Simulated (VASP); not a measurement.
RbAs8: single point with PBE+D3(BJ)

Crystal: RbAs8.

```
CELL_PARAMETERS angstrom
7.22221 0.00000 0.00000
-3.61110 6.25462 0.00000
0.00000 0.00000 7.09061
ATOMIC_POSITIONS crystal
Rb 0.00000 0.00000 0.50000
As 0.33333 0.66667 0.10233
As 0.33701 0.16850 0.09386
As 0.83150 0.66299 0.09386
As 0.83150 0.16850 0.09386
As 0.16850 0.83150 0.90614
As 0.16850 0.33701 0.90614
As 0.66299 0.83150 0.90614
As 0.66667 0.33333 0.89767
```

* Program: VASP 6.6.1
* Task: single point
* Functional: PBE
* Dispersion: D3(BJ)
* Potentials or basis: VASP PAW PBE potentials, release 64 (Rb_sv, As)
* Cutoff: 520 eV
* k mesh: 6 × 6 × 6
* Occupations: gaussian, width 0.1 eV
* Spin: no spin polarisation
* Dipole correction: no
* Further INCAR settings: ALGO = Normal; EDIFF = 1e-06; NBANDS = 34

```json
{
  "Pressure": "0.2 GPa",
  "Largest force": "0.069 eV/Å",
  "Band gap on the k mesh": "zero (an odd number of electrons rules out a gap without spin polarisation)",
  "Dispersion energy per atom": "-0.260 eV"
}
```

Forces in eV/Å, atoms in the order of the input:
```
Rb   0.000  0.000  0.000
As   0.000  0.000  0.069
As   0.001  0.001  0.067
As   0.000 -0.001  0.067
As  -0.001  0.001  0.067
As   0.001 -0.001 -0.067
As   0.000  0.001 -0.067
As  -0.001 -0.001 -0.067
As   0.000  0.000 -0.069
```

Levels at points of the mesh, in eV from the Fermi level:
| k point | band 22 | band 23 | band 24 | band 25 | band 26 | band 27 |
| --- | --- | --- | --- | --- | --- | --- |
| (0.00, 0.00, 0.00) | -2.77 | -1.81 | -1.81 | 0.03 | 0.03 | 0.03 |
| (0.50, 0.00, 0.00) | -2.83 | -2.45 | -2.41 | -0.26 | -0.15 | 0.83 |
| (0.00, 0.00, 0.50) | -2.21 | -1.81 | -1.81 | -0.20 | 0.13 | 0.13 |
| (0.50, 0.00, 0.50) | -2.85 | -2.34 | -2.12 | -0.08 | -0.01 | 0.58 |

Wall time 5.2 min on 1 thread of Intel(R) Xeon(R) 6975P-C (Granite Rapids), with other jobs on the host, peak memory 0.58 GiB.
